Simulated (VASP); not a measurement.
# Pt in VASP: settings compared, part 2 of 2

VASP 6.6.1. The steps go on from the part before.

**5. Single point, PBE, non-collinear spin, zero start, spin-orbit coupling**

File INCAR:

```
SYSTEM = Pt
ALGO = Normal ; EDIFF = 1E-6
ENCUT = 520 ; GGA = PE
GGA_COMPAT = .False. ; ISIF = 2
ISMEAR = 0 ; LASPH = .True.
LCHARG = .False. ; LMAXMIX = 4
LORBIT = 11 ; LORBMOM = .True.
LREAL = .False. ; LSORBIT = .True.
LWAVE = .False. ; MAGMOM = 0 0 0
NBANDS = 21 ; NELM = 150
PREC = Accurate ; SIGMA = 0.01
```

File KPOINTS:

```
k-points
0
Gamma
  10 10 10
  0 0 0
```

File POSCAR:

```
Pt
1.0
   -1.5842200000      1.5842200000      1.5842200000
    1.5842200000     -1.5842200000      1.5842200000
    1.5842200000      1.5842200000     -1.5842200000
Pt
1
Direct
    0.0000000000      0.0000000000      0.0000000000
```

Potentials or basis: VASP PAW PBE potentials, release 64 (Pt).

The run is started by

```console
$ cat potpaw_PBE.64/Pt/POTCAR > POTCAR
$ mpirun -np 1 vasp_ncl > vasp.out
```

OUTCAR:

```text
SYSTEM = Pt
   EDIFF = 1E-6
   ENCUT = 520
   GGA = PE
   ISIF = 2
   ISMEAR = 0
   LASPH = .True.
   LORBIT = 11
   LREAL = .False.
   LSORBIT = .True.
   NELM = 150
   PREC = Accurate

 ion  position               nearest neighbor table
   1  0.000  0.000  0.000-

  LATTYP: Found a body centered cubic cell.
 ALAT       =     3.1684400000

  Lattice vectors:

 A1 = (  -1.5842200000,   1.5842200000,   1.5842200000)
 A2 = (   1.5842200000,  -1.5842200000,   1.5842200000)
 A3 = (   1.5842200000,   1.5842200000,  -1.5842200000)

Analysis of symmetry for initial positions (statically):
=====================================================================
 Subroutine PRICEL returns:
 Original cell was already a primitive cell.

 Routine SETGRP: Setting up the symmetry group for a
 body centered cubic supercell.

 Subroutine GETGRP returns: Found 48 space group operations
 (whereof 48 operations were pure point group operations)
 out of a pool of 48 trial point group operations.

The static configuration has the point symmetry O_h .

Analysis of symmetry for dynamics (positions and initial velocities):
=====================================================================
 Subroutine PRICEL returns:
 Original cell was already a primitive cell.

 Routine SETGRP: Setting up the symmetry group for a
 body centered cubic supercell.

 Subroutine GETGRP returns: Found 48 space group operations
 (whereof 48 operations were pure point group operations)
 out of a pool of 48 trial point group operations.

The dynamic configuration has the point symmetry O_h .

Analysis of structural, dynamic, and magnetic symmetry:
=====================================================================
 Subroutine PRICEL returns:
 Original cell was already a primitive cell.

 Routine SETGRP: Setting up the symmetry group for a
 body centered cubic supercell.

 Subroutine GETGRP returns: Found 48 space group operations
 (whereof 48 operations were pure point group operations)
 out of a pool of 48 trial point group operations.

The overall configuration has the point symmetry O_h .

 Subroutine INISYM returns: Found 48 space group operations
 (whereof 48 operations are pure point group operations),
 and found     1 'primitive' translations

----------------------------------------------------------------------------------------

                                     Primitive cell

  volume of cell :      15.9040

  direct lattice vectors                    reciprocal lattice vectors
    -1.584220000  1.584220000  1.584220000     0.000000000  0.315612731  0.315612731
     1.584220000 -1.584220000  1.584220000     0.315612731  0.000000000  0.315612731
     1.584220000  1.584220000 -1.584220000     0.315612731  0.315612731  0.000000000

  length of vectors
     2.743949530  2.743949530  2.743949530     0.446343804  0.446343804  0.446343804

  position of ions in fractional coordinates (direct lattice)
     0.000000000  0.000000000  0.000000000

  ion indices of the primitive-cell ions
   primitive index   ion index
                 1           1

----------------------------------------------------------------------------------------

 KPOINTS: k-points

Automatic generation of k-mesh.
 Grid dimensions read from file:
[... 94 lines left out ...]
   LEPSILON=     F    determine dielectric tensor
   LRPA    =     F    only Hartree local field effects (RPA)
 Gauss-broadening in eV      SIGMA  =   0.01
  energy-cutoff  :      520.00
  volume of cell :       15.90
 maximum number of plane-waves:       890
   NGX = 11   NGY = 11   NGZ = 11

 number of electron      10.0000000 magnetization       0.0000000      0.0000000      0.0000000

 number of electron      10.0000000 magnetization      -0.0000000     -0.0000000      0.0000000

 number of electron      10.0000000 magnetization       0.0000000     -0.0000000      0.0000000

 Free energy of the ion-electron system (eV)
  ---------------------------------------------------
  ext. energy  EPLUGINS =         0.00000000
  ---------------------------------------------------
  free energy    TOTEN  =        -6.38505422 eV

  energy without entropy =       -6.38490244  energy(sigma->0) =       -6.38497833

 E-fermi :  10.2629     XC(G=0): -13.1707

 val. band max:       10.2504401813   @ k =  -0.4000   0.4000   0.1000
 cond. band min:      10.2636213308   @ k =   0.5000   0.0000   0.0000
 fundamental gap:      0.0131811495
 Fermi energy:        10.2629147059

 k-point     1 :       0.0000    0.0000    0.0000
  band No.  band energies     occupation
      1       0.6555      1.00000
      2       0.6555      1.00000
      3       6.1923      1.00000
      4       6.1923      1.00000
      5       6.1923      1.00000
      6       6.1923      1.00000
[... 565 lines left out ...]
     20      31.9708      0.00000
     21      33.1378      0.00000

 [... further k-points ...]

------------------------ aborting loop because EDIFF is reached ----------------------------------------

  FORCE on cell =-STRESS in cart. coord.  units (eV):
  Direction    XX          YY          ZZ          XY          YZ          ZX
  --------------------------------------------------------------------------------------
  -------------------------------------------------------------------------------------
  Total       -0.0984500     -0.0984500     -0.0984500     -0.0000000      0.0000000      0.0000000
  in kB       -9.9179067     -9.9179067     -9.9179067     -0.0000000      0.0000000      0.0000000
  external PRESSURE =      -9.9179067 kB  Pullay stress =       0.0000000 kB

 VOLUME and BASIS-vectors are now :
 -----------------------------------------------------------------------------
  energy-cutoff  :      520.00
  volume of cell :       15.90
      direct lattice vectors                 reciprocal lattice vectors
    -1.584220000  1.584220000  1.584220000     0.000000000  0.315612731  0.315612731
     1.584220000 -1.584220000  1.584220000     0.315612731  0.000000000  0.315612731
     1.584220000  1.584220000 -1.584220000     0.315612731  0.315612731  0.000000000

 POSITION                                       TOTAL-FORCE (eV/Angst)
 -----------------------------------------------------------------------------------
      0.00000      0.00000      0.00000         0.000000     -0.000000      0.000000
 -----------------------------------------------------------------------------------
    total drift:                                0.000000     -0.000000      0.000000

  FREE ENERGIE OF THE ION-ELECTRON SYSTEM (eV)
  ---------------------------------------------------
  free  energy   TOTEN  =        -6.3850542194 eV

  energy  without entropy=       -6.3849024373  energy(sigma->0) =       -6.38497833

 orbital moment (x)

 # of ion     p       d       tot
 ----------------------------------------
  1         0.000   0.000   0.000
 ----------------------------------------
            0.000   0.000   0.000

 orbital moment (y)

 # of ion     p       d       tot
 ----------------------------------------
  1         0.000   0.000   0.000
 ----------------------------------------
            0.000   0.000   0.000

 orbital moment (z)

 # of ion     p       d       tot
 ----------------------------------------
  1         0.000   0.000   0.000
 ----------------------------------------
            0.000   0.000   0.000

 Spin-Orbit-Coupling matrix elements

 Ion:    1  E_soc:     -0.7673549
 l=   1
     0.0000000    -0.0305107    -0.0305107
    -0.0305107     0.0000000    -0.0305107
    -0.0305107    -0.0305107     0.0000000
 l=   2
     0.0000000    -0.0191002     0.0000000    -0.0191002    -0.0782816
    -0.0191002     0.0000000    -0.0587112    -0.0191002    -0.0195704
     0.0000000    -0.0587112     0.0000000    -0.0587112     0.0000000
    -0.0191002    -0.0191002    -0.0587112     0.0000000    -0.0195704
    -0.0782816    -0.0195704     0.0000000    -0.0195704     0.0000000
 l=   3
     0.0000000     0.0000000     0.0000000     0.0000000     0.0000000     0.0000000     0.0000000
     0.0000000     0.0000000     0.0000000     0.0000000     0.0000000     0.0000000     0.0000000
     0.0000000     0.0000000     0.0000000     0.0000000     0.0000000     0.0000000     0.0000000
     0.0000000     0.0000000     0.0000000     0.0000000     0.0000000     0.0000000     0.0000000
     0.0000000     0.0000000     0.0000000     0.0000000     0.0000000     0.0000000     0.0000000
     0.0000000     0.0000000     0.0000000     0.0000000     0.0000000     0.0000000     0.0000000
     0.0000000     0.0000000     0.0000000     0.0000000     0.0000000     0.0000000     0.0000000

 total charge

# of ion       s       p       d       tot
------------------------------------------
    1        0.621   0.550   8.014   9.184

 magnetization (x)

# of ion       s       p       d       tot
------------------------------------------
    1       -0.000   0.000   0.000  -0.000

 magnetization (y)

# of ion       s       p       d       tot
------------------------------------------
    1       -0.000   0.000   0.000  -0.000

 magnetization (z)

# of ion       s       p       d       tot
------------------------------------------
    1       -0.000   0.000  -0.000  -0.000
```

stdout:

```text
POSCAR found type information on POSCAR Pt
 POSCAR found :  1 types and       1 ions
 scaLAPACK will be used
 LDA part: xc-table for (Slater+PW92), standard interpolation
 POSCAR, INCAR and KPOINTS ok, starting setup
 FFT: planning ... GRIDC
 FFT: planning ... GRID_SOFT
 FFT: planning ... GRID
 WAVECAR not read
 entering main loop
```

It took 52 s on 1 thread of Intel Xeon 8259CL, shared host; peak memory 0.17 GiB.

Results:

```yaml
Free_energy: -6.3851 eV
Pressure: -1.0 GPa
Net_moment: 0.00 μB per cell
Valence_electrons_inside_the_program's_atomic_spheres: Pt 9.18
```

Moments on the atoms (μB; x, y, z):
```
Pt  0.00 0.00 0.00
```

**6. Single point, PBE, non-collinear spin, zero start, spin-orbit coupling**

File INCAR:

```
ALGO = Normal ; EDIFF = 1E-6
ENCUT = 520 ; GGA = PE
GGA_COMPAT = False ; ISIF = 2
ISMEAR = 0 ; LASPH = True
LCHARG = True ; LMAXMIX = 4
LORBIT = 11 ; LORBMOM = True
LREAL = False ; LSORBIT = True
LVHAR = True ; LWAVE = False
MAGMOM = 0 0 0 ; NBANDS = 21
NELM = 150 ; PREC = Accurate
SIGMA = 0.005
```

File KPOINTS:

```
k-points
0
Gamma
  10 10 10
```

POSCAR is that of step 5.

Potentials or basis: VASP PAW PBE potentials, release 64 (Pt).

The run is started by

```console
$ cat potpaw_PBE.64/Pt/POTCAR > POTCAR
$ mpirun -np 1 vasp_ncl > vasp.out
```

Wall time 54 s (1 thread of Intel Xeon 8259CL, shared host); peak memory 0.17 GiB.

It converged, with:

- Free energy: -6.3850 eV
- Pressure: -1.0 GPa
- Net moment: 0.00 μB per cell
- Valence electrons inside the program's atomic spheres: Pt 9.18

Moments on the atoms (μB; x, y, z):
```
Pt  0.00 0.00 0.00
```

**7. The runs side by side**

```tsv
level	potentials or basis	spin	cell	k mesh	smearing	gap on the mesh (eV)	pressure (GPa)	moment (μB)
LDA	VASP PAW LDA potentials, release 64 (Pt)	off	a = 2.744 Å, angles 109.5°, 1 atom	10 × 10 × 10	fermi-dirac 0.1 eV	none	-15.1	-
PBE	VASP PAW PBE potentials, release 64 (Pt)	off	a = 2.716, b = 2.768, c = 2.698 Å, angles 110.7, 107.3, 108.8°, 1 atom	8 × 8 × 9	methfessel-paxton 0.1 eV	none	-0.6	-
PBE	VASP PAW PBE potentials, release 64 (Pt)	non-collinear, zero start, SOC	a = 2.744 Å, angles 109.5°, 1 atom	10 × 10 × 10	gaussian 0.025 eV	-	-1.0	0.00
PBE	VASP PAW PBE potentials, release 64 (Pt)	non-collinear, zero start, SOC	a = 2.744 Å, angles 109.5°, 1 atom	10 × 10 × 10	gaussian 0.01 eV	-	-1.0	0.00
PBE	VASP PAW PBE potentials, release 64 (Pt)	non-collinear, zero start, SOC	a = 2.744 Å, angles 109.5°, 1 atom	10 × 10 × 10	gaussian 0.005 eV	-	-1.0	0.00
```

Alike in all rows: task single point; cutoff (eV) 520.

Caveats: spin-orbit coupling is left out, which moves the levels of the heavy elements (at least some runs); the cell stands under tension (at least some runs).

Absolute energies hang on the potentials; compare differences alone.
